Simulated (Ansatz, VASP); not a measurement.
## WC: VASP beside Ansatz

```xyz
2
Lattice="0.0000 2.1615 2.1615 2.1615 0.0000 2.1615 2.1615 2.1615 0.0000" Properties=species:S:1:pos:R:3 pbc="T T T"
W     0.0000    0.0000    0.0000
C     2.1615    2.1615    2.1615
```

Alike in both runs: functional LDA; k mesh 11 × 11 × 11; no spin polarisation.

Ansatz relaxed the structure, and its values are those at the end. VASP's run is a single point on that final structure, the one shown.

|  | VASP | Ansatz |
| --- | --- | --- |
| version | VASP 6.6.1 | Ansatz 0.2.0 |
| potentials or method | VASP PAW LDA potentials, release 64 (W_sv, C_h) | plane waves, PAW |
| plane-wave cutoff (eV) | 1300 | 420 |
| occupations | gaussian, width 0.1 eV | gaussian |
| valence electrons in the cell | 18 | 18 |

```tsv
	VASP	Ansatz	Ansatz less VASP
pressure (GPa)	2.4	0.0	-2.36
```

LDA's correlation is that of Perdew and Zunger in VASP and of Perdew and Wang (1992) in Ansatz.

Spin-orbit coupling is off throughout.
